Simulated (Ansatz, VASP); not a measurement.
**TiAl: VASP beside Ansatz**

The input INCAR:

```
PREC = Accurate
ENCUT = 520
EDIFF = 1E-6
ISMEAR = 0
SIGMA = 0.15
LREAL = F
LASPH = T
NELM = 60
ALGO = Fast
ISIF = 2
LWAVE = F
LCHARG = F
GGA = PS
NBANDS = 14
```

KPOINTS

```
Automatic mesh
0
Gamma
  14 14 14
```

Contents of POSCAR:

```
TiAl
1.0
    3.1563759507      0.0000000000      0.0000000000
    0.0000000000      3.5035773053      0.0000000000
    0.0000000000      0.0000000000      3.1563759507
Ti Al
1 1
Direct
    0.0000000000      0.0000000000      0.0000000000
    0.5000000000      0.5000000000      0.5000000000
```

Input for Ansatz:

```yaml
crystal:
  lattice:
    - [3.1563759506, 0.0, 0.0]
    - [0.0, 3.5035773052, 0.0]
    - [0.0, 0.0, 3.1563759506]
  atoms:
    - { symbol: Ti, position: [0.0, 0.0, 0.0] }
    - { symbol: Al, position: [0.5, 0.5, 0.5] }
basis:
  ecutwfc: 520.0
kpoints:
  mp_grid: { grid: [14, 14, 14] }
hamiltonian:
  xc: pbesol
scf:
  occupations: { method: gaussian, width: 0.15 }
output:
  forces: true
  stress: true
  eigenvalues: true
```

Change from the starting cell: normal strain along x +0.0000, normal strain along y +0.1100.

Alike in both runs: task single point; functional PBEsol; k mesh 14 × 14 × 14; occupations gaussian, width 0.15 eV; no spin polarisation.

```csv
,VASP,Ansatz
version,VASP 6.6.1,Ansatz 0.2.0
potentials or method,"VASP PAW PBE potentials, release 64 (Ti_sv, Al), cutoff 520 eV","scalar-relativistic, plane waves, PAW"
valence electrons in the cell,15,15
```

```tsv
	VASP	Ansatz	Ansatz less VASP
gap on the k mesh at the Fermi level (eV)	none	none	-
pressure (GPa)	-9.9	-10.0	-0.05
traceless stress, the component that is largest in VASP (GPa)	4.58	4.59	+0.008
```

VASP's potentials were made for PBE, not for PBEsol. A gap of «none» marks a metal or a gap that the smearing closes.
